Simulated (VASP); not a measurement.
# Al (Fd-3m) in VASP: single point with r2SCAN

Aim: the single point of Al with r2SCAN.

Everything below comes from runs of VASP 6.6.1. Logs are shortened: lines on timing, memory, paths and dates and some standing lists are left out, and cuts for length are marked.

### 1 The cell of the first run

The structure is cubic, space group Fd-3m (No. 227). The conventional cell has a = 6.026 Å, b = 6.026 Å, c = 6.026 Å, α = 90.00°, β = 90.00°, γ = 90.00°. Within 3.4 Å of Al (site symmetry -43m) lie 4 Al at 2.61 Å.

This isn't the form of Al at room conditions, which is fcc.

### 2 Single point, r2SCAN

File POSCAR:

```
Al
1.0
    0.0000000000      3.0130099802      3.0130099802
    3.0130099802      0.0000000000      3.0130099802
    3.0130099802      3.0130099802      0.0000000000
Al
2
Direct
    1.0000000000      1.0000000000      1.0000000000
    0.2500000000      0.2500000000      0.2500000000
```

File INCAR.step1:

```
ALGO = Normal
EDIFF = 1E-5
ENCUT = 550
GGA = PE
GGA_COMPAT = False
ISMEAR = -1
LASPH = True
LCHARG = False
LREAL = False
LWAVE = True
NBANDS = 10
NELM = 120
PREC = Accurate
SIGMA = 0.05
```

File INCAR.step2:

```
ALGO = Normal
EDIFF = 1E-6
ENCUT = 550
GGA_COMPAT = False
ISIF = 2
ISMEAR = -1
ISTART = 1
LASPH = True
LCHARG = False
LMIXTAU = True
LREAL = False
LWAVE = False
METAGGA = R2SCAN
NBANDS = 10
NELM = 120
PREC = Accurate
SIGMA = 0.05
```

File KPOINTS:

```
k-points
0
Gamma
  6 6 6
```

Potentials or basis: VASP PAW PBE potentials, release 64 (Al).

The run is started by

```console
$ cat potpaw_PBE.64/Al/POTCAR > POTCAR
$ cp INCAR.step1 INCAR
$ mpirun -np 1 vasp_std > vasp.out
$ cp INCAR.step2 INCAR
$ mpirun -np 1 vasp_std > vasp.out
```

OUTCAR:

```text
EDIFF = 1E-6
   ENCUT = 550
   ISIF = 2
   ISMEAR = -1
   ISTART = 1
   LASPH = True
   LREAL = False
   METAGGA = R2SCAN
   NELM = 120
   PREC = Accurate

 ion  position               nearest neighbor table
   1  0.000  0.000  0.000-   2 2.61   2 2.61   2 2.61   2 2.61
   2  0.250  0.250  0.250-   1 2.61   1 2.61   1 2.61   1 2.61

  LATTYP: Found a face centered cubic cell.
 ALAT       =     6.0260199604

  Lattice vectors:

 A1 = (   0.0000000000,   3.0130099802,   3.0130099802)
 A2 = (   3.0130099802,   0.0000000000,   3.0130099802)
 A3 = (   3.0130099802,   3.0130099802,   0.0000000000)

Analysis of symmetry for initial positions (statically):
=====================================================================
 Subroutine PRICEL returns:
 Original cell was already a primitive cell.

 Routine SETGRP: Setting up the symmetry group for a
 face centered cubic supercell.

 Subroutine GETGRP returns: Found 48 space group operations
 (whereof 24 operations were pure point group operations)
 out of a pool of 48 trial point group operations.

The static configuration has the point symmetry T_d .
 The point group associated with its full space group is O_h .

Analysis of symmetry for dynamics (positions and initial velocities):
=====================================================================
 Subroutine PRICEL returns:
 Original cell was already a primitive cell.

 Routine SETGRP: Setting up the symmetry group for a
 face centered cubic supercell.

 Subroutine GETGRP returns: Found 48 space group operations
 (whereof 24 operations were pure point group operations)
 out of a pool of 48 trial point group operations.

The dynamic configuration has the point symmetry T_d .
 The point group associated with its full space group is O_h .

 Subroutine INISYM returns: Found 48 space group operations
 (whereof 24 operations are pure point group operations),
 and found     1 'primitive' translations

----------------------------------------------------------------------------------------

                                     Primitive cell

  volume of cell :      54.7056

  direct lattice vectors                    reciprocal lattice vectors
     0.000000000  3.013009980  3.013009980    -0.165947011  0.165947011  0.165947011
     3.013009980  0.000000000  3.013009980     0.165947011 -0.165947011  0.165947011
     3.013009980  3.013009980  0.000000000     0.165947011  0.165947011 -0.165947011

  length of vectors
     4.261039578  4.261039578  4.261039578     0.287428654  0.287428654  0.287428654
[... 78 lines left out ...]
   ISIF   =      2    stress and relaxation
   ISYM   =      2    0-nonsym 1-usesym 2-fastsym
   POTIM  = 0.5000    time-step for ionic-motion
   TEBEG  =    0.0;   TEEND  =   0.0 temperature during run
   PSTRESS=    0.0 pullay stress
   NELECT =       6.0000    total number of electrons
   NUPDOWN=      -1.0000    fix difference up-down
   EMIN   =  10.00;   EMAX   =-10.00  energy-range for DOS
   EFERMI =   0.00;   METHOD = LEGACY
   ISMEAR =    -1;   SIGMA  =   0.05  broadening in eV -4-tet -1-fermi 0-gaus
   EFERMI_NEDOS =   21; number of points for ismear=-14 and -15
   IALGO  =     38    algorithm
   IMIX   =      4    mixing-type and parameters
     AMIX     =   0.40;   BMIX     =  1.00
     AMIX_MAG =   1.60;   BMIX_MAG =  1.00
  volume/ion in A,a.u.               =      27.35       184.59
  Fermi-wavevector in a.u.,A,eV,Ry     =   0.783637  1.480858  8.355150  0.614086
  Thomas-Fermi vector in A             =   1.887606
   LORBIT       =      0    0 simple, 1 ext, 2 COOP (PROOUT), +10 PAW based schemes
   METAGGA = R2SCAN    functional components
   LHFCALC =     F    Hartree Fock is set to
   AEXX    =    0.0000 exact exchange contribution
   IVDW    =     0    specifies the selected vdW correction
   LEPSILON=     F    determine dielectric tensor
   LRPA    =     F    only Hartree local field effects (RPA)
 non-spin polarized calculation
  energy-cutoff  :      550.00
  volume of cell :       54.71
 maximum number of plane-waves:      1639
 NGX is ok and might be reduce to    36
   NGX = 17   NGY = 17   NGZ = 17

 number of electron       6.0000000 magnetization

 Free energy of the ion-electron system (eV)
  ---------------------------------------------------
  ext. energy  EPLUGINS =         0.00000000
  ---------------------------------------------------
  free energy    TOTEN  =       -11.83258891 eV

  energy without entropy =      -11.81640127  energy(sigma->0) =      -11.82449509

 E-fermi :   2.7496     XC(G=0):  -8.5696

 val. band max:        2.7280595970   @ k =   0.3333   0.3333   0.0000
 cond. band min:       2.8102304496   @ k =   0.5000   0.3333   0.1667
 fundamental gap:      0.0821708526
 Fermi energy:         2.7495902916

 k-point     1 :       0.0000    0.0000    0.0000
  band No.  band energies     occupation
      1      -5.5337      2.00000
      2       5.0308      0.00000
      3       5.0308      0.00000
      4       5.0308      0.00000
      5       6.9712      0.00000
      6       6.9712      0.00000
      7       6.9712      0.00000
      8       8.7879      0.00000
      9      11.0866      0.00000
     10      11.0866      0.00000
[... 183 lines left out ...]
 k-point    16 :      -0.3333    0.5000    0.1667
  band No.  band energies     occupation
      1      -1.6462      2.00000
      2      -1.6462      2.00000
      3       1.5183      2.00000
      4       1.5183      2.00000
      5       7.0334      0.00000
      6       7.0334      0.00000
      7      10.7186      0.00000
      8      10.7186      0.00000
      9      14.2133      0.00000
     10      14.2133      0.00000

------------------------ aborting loop because EDIFF is reached ----------------------------------------

  FORCE on cell =-STRESS in cart. coord.  units (eV):
  Direction    XX          YY          ZZ          XY          YZ          ZX
  --------------------------------------------------------------------------------------
  -------------------------------------------------------------------------------------
  Total       -0.0527778     -0.0527778     -0.0527778      0.0000000     -0.0000000      0.0000000
  in kB       -1.5457165     -1.5457165     -1.5457165      0.0000000     -0.0000000      0.0000000
  external PRESSURE =      -1.5457165 kB  Pullay stress =       0.0000000 kB

 VOLUME and BASIS-vectors are now :
 -----------------------------------------------------------------------------
  energy-cutoff  :      550.00
  volume of cell :       54.71
      direct lattice vectors                 reciprocal lattice vectors
     0.000000000  3.013009980  3.013009980    -0.165947011  0.165947011  0.165947011
     3.013009980  0.000000000  3.013009980     0.165947011 -0.165947011  0.165947011
     3.013009980  3.013009980  0.000000000     0.165947011  0.165947011 -0.165947011

 POSITION                                       TOTAL-FORCE (eV/Angst)
 -----------------------------------------------------------------------------------
      0.00000      0.00000      0.00000         0.000000      0.000000      0.000000
      1.50650      1.50650      1.50650        -0.000000     -0.000000     -0.000000
 -----------------------------------------------------------------------------------
    total drift:                                0.000000      0.000000      0.000000

  FREE ENERGIE OF THE ION-ELECTRON SYSTEM (eV)
  ---------------------------------------------------
  free  energy   TOTEN  =       -11.8325889114 eV

  energy  without entropy=      -11.8164012670  energy(sigma->0) =      -11.82449509
```

Run time: 63 s. Hardware: 1 thread of Intel Xeon 8259CL, shared host; peak memory 0.21 GiB.

What came out:

```
Free energy            : -11.8326 eV
Pressure               : -0.2 GPa
Band gap on the k mesh : zero (bands 3 and 4 overlap by 3.51 eV)
```

Levels at points of the mesh, in eV from the Fermi level:
```
           k point  band 1  band 2  band 3  band 4  band 5  band 6  band 7
(0.00, 0.00, 0.00)   -8.28    2.28    2.28    2.28    4.22    4.22    4.22
(0.50, 0.00, 0.00)   -6.12   -4.02    1.17    1.17    3.71    4.69    4.69
(0.50, 0.50, 0.00)   -4.53   -4.53   -0.42   -0.42    2.40    2.40   11.42
```

Caveat: the PAW data sets were made with another functional, which shifts forces and pressure a little.
